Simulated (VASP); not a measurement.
# C (I4_1/amd) in VASP: single point with PBE

Aim: the single point of C with PBE.

Everything below comes from runs of VASP 6.6.1. Logs are shortened: lines on timing, memory, paths and dates and some standing lists are left out, and cuts for length are marked.

## 1. The cell of the first run

The structure is tetragonal, space group I4_1/amd (No. 141). Conventional cell: a = 2.517 Å, b = 2.517 Å, c = 3.382 Å, α = 90.00°, β = 90.00°, γ = 90.00°. Within 2.0 Å of C (site symmetry -4m2) lie 4 C at 1.52 Å.

## 2. Single point, PBE (uniaxial z strain -5.0%)

INCAR reads:

```
ALGO = Normal
EDIFF = 1E-6
ENCUT = 520
GGA = PE
ISIF = 2
ISMEAR = 0
LASPH = True
LCHARG = False
LREAL = False
LWAVE = False
NBANDS = 11
NELM = 60
PREC = Accurate
SIGMA = 0.01
```

KPOINTS reads:

```
k-points
0
Gamma
  6 6 6
```

POSCAR reads:

```
C
1.0
    0.0000000000      1.7801241434      1.6911179363
    1.7801241434      0.0000000000      1.6911179363
    1.7801241434      1.7801241434      0.0000000000
C
2
Direct
    0.0000000000      0.0000000000      0.0000000000
    0.2500000000      0.2500000000      0.2500000000
```

Potentials or basis: VASP PAW PBE potentials, release 64 (C).

On the command line:

```
cat potpaw_PBE.64/C/POTCAR > POTCAR
mpirun -np 1 vasp_std > vasp.out
```

OUTCAR:

```text
EDIFF = 1E-6
   ENCUT = 520
   GGA = PE
   ISIF = 2
   ISMEAR = 0
   LASPH = True
   LREAL = False
   NELM = 60
   PREC = Accurate

 ion  position               nearest neighbor table
   1  0.000  0.000  0.000-   2 1.52   2 1.52   2 1.52   2 1.52
   2  0.250  0.250  0.250-   1 1.52   1 1.52   1 1.52   1 1.52

  LATTYP: Found a body centered tetragonal cell.
 ALAT       =     2.5174757063
 C/A-ratio  =     1.3435028843

  Lattice vectors:

 A1 = (   0.0000000000,  -1.7801241434,  -1.6911179363)
 A2 = (   0.0000000000,   1.7801241434,  -1.6911179363)
 A3 = (   1.7801241434,   0.0000000000,   1.6911179363)

Analysis of symmetry for initial positions (statically):
=====================================================================
 Subroutine PRICEL returns:
 Original cell was already a primitive cell.

 Routine SETGRP: Setting up the symmetry group for a
 body centered tetragonal supercell.

 Subroutine GETGRP returns: Found 16 space group operations
 (whereof  8 operations were pure point group operations)
 out of a pool of 16 trial point group operations.

The static configuration has the point symmetry D_2d.
 The point group associated with its full space group is D_4h.

Analysis of symmetry for dynamics (positions and initial velocities):
=====================================================================
 Subroutine PRICEL returns:
 Original cell was already a primitive cell.

 Routine SETGRP: Setting up the symmetry group for a
 body centered tetragonal supercell.

 Subroutine GETGRP returns: Found 16 space group operations
 (whereof  8 operations were pure point group operations)
 out of a pool of 16 trial point group operations.

The dynamic configuration has the point symmetry D_2d.
 The point group associated with its full space group is D_4h.

 Subroutine INISYM returns: Found 16 space group operations
 (whereof  8 operations are pure point group operations),
 and found     1 'primitive' translations

----------------------------------------------------------------------------------------

                                     Primitive cell

  volume of cell :      10.7178

  direct lattice vectors                    reciprocal lattice vectors
     0.000000000  1.780124143  1.691117936    -0.280879287  0.280879287  0.295662407
     1.780124143  0.000000000  1.691117936     0.280879287 -0.280879287  0.295662407
     1.780124143  1.780124143  0.000000000     0.280879287  0.280879287 -0.295662407

  length of vectors
     2.455345564  2.455345564  2.517475706     0.495179368  0.495179368  0.495179368

  position of ions in fractional coordinates (direct lattice)
     0.000000000  0.000000000  0.000000000
[... 89 lines left out ...]
   NELECT =       8.0000    total number of electrons
   NUPDOWN=      -1.0000    fix difference up-down
   EMIN   =  10.00;   EMAX   =-10.00  energy-range for DOS
   EFERMI =   0.00;   METHOD = LEGACY
   ISMEAR =     0;   SIGMA  =   0.01  broadening in eV -4-tet -1-fermi 0-gaus
   EFERMI_NEDOS =   21; number of points for ismear=-14 and -15
   IALGO  =     38    algorithm
   IMIX   =      4    mixing-type and parameters
     AMIX     =   0.40;   BMIX     =  1.00
     AMIX_MAG =   1.60;   BMIX_MAG =  1.00
  volume/ion in A,a.u.               =       5.36        36.16
  Fermi-wavevector in a.u.,A,eV,Ry     =   1.485035  2.806309 30.005319  2.205329
  Thomas-Fermi vector in A             =   2.598497
   LORBIT       =      0    0 simple, 1 ext, 2 COOP (PROOUT), +10 PAW based schemes
   GGA     = PE    functional components
   LHFCALC =     F    Hartree Fock is set to
   AEXX    =    0.0000 exact exchange contribution
   IVDW    =     0    specifies the selected vdW correction
   LEPSILON=     F    determine dielectric tensor
   LRPA    =     F    only Hartree local field effects (RPA)
 non-spin polarized calculation
 Gauss-broadening in eV      SIGMA  =   0.01
  energy-cutoff  :      520.00
  volume of cell :       10.72
 maximum number of plane-waves:       302
   NGX =  9   NGY =  9   NGZ =  9

 number of electron       7.9999999 magnetization

 Free energy of the ion-electron system (eV)
  ---------------------------------------------------
  ext. energy  EPLUGINS =         0.00000000
  ---------------------------------------------------
  free energy    TOTEN  =       -18.05722649 eV

  energy without entropy =      -18.05722649  energy(sigma->0) =      -18.05722649

 E-fermi :  11.1812     XC(G=0): -13.5402

 val. band max:       11.0824519425   @ k =   0.0000   0.0000   0.0000
 cond. band min:      14.0462095349   @ k =   0.3333   0.3333   0.0000
 fundamental gap:      2.9637575924
 Fermi energy:        11.1812187802

 k-point     1 :       0.0000    0.0000    0.0000
  band No.  band energies     occupation
      1     -11.6807      2.00000
      2      10.3227      2.00000
      3      10.3227      2.00000
      4      11.0825      2.00000
      5      15.9143      0.00000
      6      16.5669      0.00000
      7      16.5669      0.00000
      8      25.1977      0.00000
      9      30.6406      0.00000
     10      36.3712      0.00000
     11      37.8241      0.00000
[... 309 lines left out ...]
 k-point    24 :       0.5000    0.0000    0.3333
  band No.  band energies     occupation
      1      -4.9800      2.00000
      2      -0.0940      2.00000
      3       2.5431      2.00000
      4       4.9004      2.00000
      5      16.4208      0.00000
      6      19.6627      0.00000
      7      25.5285      0.00000
      8      26.8838      0.00000
      9      32.3663      0.00000
     10      34.7363      0.00000
     11      40.7388      0.00000

 [... further k-points ...]

------------------------ aborting loop because EDIFF is reached ----------------------------------------

  FORCE on cell =-STRESS in cart. coord.  units (eV):
  Direction    XX          YY          ZZ          XY          YZ          ZX
  --------------------------------------------------------------------------------------
  -------------------------------------------------------------------------------------
  Total        0.9749153      0.9749153      4.1641501      0.0000000      0.0000000      0.0000000
  in kB      145.7380666    145.7380666    622.4901522      0.0000000      0.0000000      0.0000000
  external PRESSURE =     304.6554285 kB  Pullay stress =       0.0000000 kB

 VOLUME and BASIS-vectors are now :
 -----------------------------------------------------------------------------
  energy-cutoff  :      520.00
  volume of cell :       10.72
      direct lattice vectors                 reciprocal lattice vectors
     0.000000000  1.780124143  1.691117936    -0.280879287  0.280879287  0.295662407
     1.780124143  0.000000000  1.691117936     0.280879287 -0.280879287  0.295662407
     1.780124143  1.780124143  0.000000000     0.280879287  0.280879287 -0.295662407

 POSITION                                       TOTAL-FORCE (eV/Angst)
 -----------------------------------------------------------------------------------
      0.00000      0.00000      0.00000        -0.000000     -0.000000     -0.000000
      0.89006      0.89006      0.84556         0.000000      0.000000      0.000000
 -----------------------------------------------------------------------------------
    total drift:                               -0.000000     -0.000000     -0.000000

  FREE ENERGIE OF THE ION-ELECTRON SYSTEM (eV)
  ---------------------------------------------------
  free  energy   TOTEN  =       -18.0572264868 eV

  energy  without entropy=      -18.0572264868  energy(sigma->0) =      -18.05722649
```

OSZICAR:

```text
N       E                     dE             d eps       ncg     rms          rms(c)
DAV:   1    -0.519324886311E+00   -0.51932E+00   -0.49818E+03   684   0.728E+02
DAV:   2    -0.184662828000E+02   -0.17947E+02   -0.16930E+02   845   0.120E+02
DAV:   3    -0.188092424107E+02   -0.34296E+00   -0.34175E+00   750   0.126E+01
DAV:   4    -0.188098219587E+02   -0.57955E-03   -0.57954E-03   725   0.603E-01
DAV:   5    -0.188098225282E+02   -0.56955E-06   -0.56958E-06   744   0.185E-02    0.597E+00
DAV:   6    -0.182452073071E+02    0.56462E+00   -0.29344E-01   663   0.387E+00    0.358E+00
DAV:   7    -0.180552214632E+02    0.18999E+00   -0.35369E-01   693   0.430E+00    0.849E-01
DAV:   8    -0.180571709516E+02   -0.19495E-02   -0.94134E-03   699   0.738E-01    0.461E-02
DAV:   9    -0.180572066846E+02   -0.35733E-04   -0.64175E-05   755   0.647E-02    0.254E-02
DAV:  10    -0.180572263675E+02   -0.19683E-04   -0.13932E-05   699   0.335E-02    0.539E-03
DAV:  11    -0.180572264868E+02   -0.11929E-06   -0.24805E-07   565   0.464E-03
   1 F= -.18057226E+02 E0= -.18057226E+02  d E =-.112728E-46
```

stdout:

```text
POSCAR found type information on POSCAR C
 POSCAR found :  1 types and       2 ions
 scaLAPACK will be used
 LDA part: xc-table for (Slater+PW92), standard interpolation
 POSCAR, INCAR and KPOINTS ok, starting setup
 FFT: planning ... GRIDC
 FFT: planning ... GRID_SOFT
 FFT: planning ... GRID
 WAVECAR not read
 entering main loop
```

It took 4.9 s on 1 thread of Intel Xeon 8259CL, shared host; peak memory 0.11 GiB.

Results:

```
Free energy            : -18.0572 eV
Pressure               : 30.5 GPa
Band gap on the k mesh : 2.96 eV (least direct gap 4.83 eV)
```

Caveat: the k points lie up to 0.52 Å⁻¹ apart; the cell differs from its parent crystal (uniaxial z strain -5.0%). A k mesh can miss the band edges.
